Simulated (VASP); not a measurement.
The system is MnSi.

```
Mn Si
1.0
     4.54800    0.00000    0.00000
     0.00000    4.54800    0.00000
     0.00000    0.00000    4.54800
Mn Si
4 4
Direct
  0.13800 0.13800 0.13800
  0.36200 0.86200 0.63800
  0.63800 0.36200 0.86200
  0.86200 0.63800 0.36200
  0.84600 0.84600 0.84600
  0.65400 0.15400 0.34600
  0.34600 0.65400 0.15400
  0.15400 0.34600 0.65400
```

```yaml
Program: VASP 6.6.1
Task: relaxation of cell and atoms
Functional: PBE
Potentials_or_basis: VASP PAW PBE potentials, release 64 (Mn_pv, Si)
Cutoff: 600 eV
k_mesh: 8 × 8 × 8
Occupations: gaussian, width 0.05 eV
Spin: no spin polarisation
```

At the start: pressure -7.2 GPa; volume 11.76 Å³/atom.

Q: How do energy, volume and symmetry change on relaxing?

A: Over 9 steps the energy falls by 9.5 meV/atom and the volume is 11.37 Å³/atom (-3.3 %); space group P2_13 (No. 198, to 0.05 Å).

Step by step:
```csv
step,energy change (eV),largest force (eV/Å),pressure (GPa),volume (Å³)
1,0.0000,0.1973,-7.24,94.07
2,0.0541,0.2453,11.01,87.02
3,-0.0759,0.0242,-0.08,90.92
4,-0.0759,0.0235,0.16,90.86
5,-0.0759,0.0124,-0.12,90.99
6,-0.0759,0.0147,-0.07,90.95
7,-0.0759,0.0129,-0.17,90.98
8,-0.0759,0.0145,-0.12,90.96
9,-0.0760,0.0033,0.00,90.93
```

Final structure:
```
CELL_PARAMETERS angstrom
4.49682 0.00000 0.00000
0.00000 4.49682 0.00000
0.00000 0.00000 4.49682
ATOMIC_POSITIONS crystal
Mn 0.13727 0.13727 0.13727
Mn 0.36273 0.86273 0.63727
Mn 0.63727 0.36273 0.86273
Mn 0.86273 0.63727 0.36273
Si 0.84561 0.84561 0.84561
Si 0.65439 0.15439 0.34561
Si 0.34561 0.65439 0.15439
Si 0.15439 0.34561 0.65439
```
